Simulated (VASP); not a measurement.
Input of a VASP 6.6.1 run:

POSCAR

```
Al
1.0
    2.0041216085      2.0041216085      0.0000000000
   -2.0041216085      2.0041216085      0.0000000000
    0.0000000000      0.0000000000      3.9327891785
Al
2
Direct
    0.0000000000      0.0000000000      0.0000000000
    0.5000000000      0.5000000000      0.5000000000
```

The input INCAR.step1:

```
SYSTEM = Al
PREC = Accurate
ENCUT = 520
ISMEAR = 0
SIGMA = 0.1
LREAL = .FALSE.
LASPH = .TRUE.
NELM = 60
NBANDS = 10
GGA = PE
ALGO = Normal
EDIFF = 1E-4
LWAVE = .TRUE.
LCHARG = .FALSE.
```

File INCAR.step2:

```
SYSTEM = Al
PREC = Accurate
ENCUT = 520
EDIFF = 1E-6
ISMEAR = 0
SIGMA = 0.1
LREAL = .FALSE.
LASPH = .TRUE.
NELM = 60
ALGO = Normal
ISIF = 2
LWAVE = .FALSE.
LCHARG = .FALSE.
METAGGA = R2SCAN
LMIXTAU = .TRUE.
NBANDS = 10
ISTART = 1
```

Contents of KPOINTS:

```
Automatic mesh
0
G
  18 18 14
  0 0 0
```

Potentials or basis: VASP PAW PBE potentials, release 64 (Al).

Run with:

```bash
$ cat potpaw_PBE.64/Al/POTCAR > POTCAR
$ cp INCAR.step1 INCAR
$ mpirun -np 1 vasp_std > vasp.out
$ cp INCAR.step2 INCAR
$ mpirun -np 1 vasp_std > vasp.out
```

(1) Predict the band gap on the k mesh.

(2) Predict the pressure.

## Answers

(1) zero (bands 3 and 4 overlap by 12.41 eV).

(2) 0.4 GPa.

Caveat: the cell differs from its parent crystal (uniaxial strain along c: -1.5 %, then relaxed in part); the PAW data sets were made with another functional, which shifts forces and pressure a little.
